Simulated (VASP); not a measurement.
Set up this calculation in VASP 6.6.1, as the native input.

```
Task                   : single point
Functional             : PBEsol
Potentials or basis    : VASP PAW PBE potentials, release 64 (Ge_d)
Cutoff                 : 520 eV
k mesh                 : 15 × 15 × 15
Occupations            : fermi-dirac, width 0.1 eV
Spin                   : no spin polarisation
Dipole correction      : no
Further INCAR settings : ALGO = Normal; EDIFF = 1e-06; NBANDS = 13
```

The structure of Ge lies in POSCAR:

```
Ge
1.0
   -1.7039359432      1.7039359432      1.7039359432
    1.7039359432     -1.7039359432      1.7039359432
    1.7039359432      1.7039359432     -1.7039359432
Ge
1
Direct
    0.0000000000      0.0000000000      0.0000000000
```

This cell differs from its parent crystal: volume scaled by 1.08.

The input as run:

INCAR

```
SYSTEM = Ge
  PREC = Accurate
  ENCUT = 520
  EDIFF = 1E-6
  ISMEAR = -1
  SIGMA = 0.1
  LREAL = .False.
  LASPH = .True.
  NELM = 100
  ALGO = Normal
  ISIF = 2
  LWAVE = .False.
  LCHARG = .False.
  GGA = PS
  NBANDS = 13
```

KPOINTS

```
Automatic mesh
0
Gamma
  15 15 15
  0 0 0
```

Potentials or basis: VASP PAW PBE potentials, release 64 (Ge_d).

Launch:

```console
$ cat potpaw_PBE.64/Ge_d/POTCAR > POTCAR
$ mpirun -np 1 vasp_std > vasp.out
```

Results of the run:

The pressure is -5.2 GPa and the band gap on the k mesh is zero (band 7 reaches 14.81 eV, above the bottom of band 8 at 3.29 eV).

Caveat: the PAW data sets were made with another functional, which shifts forces and pressure a little.

Wall time 23 s on 1 thread of Intel Xeon 8259CL, on a shared host, peak memory 0.15 GiB.
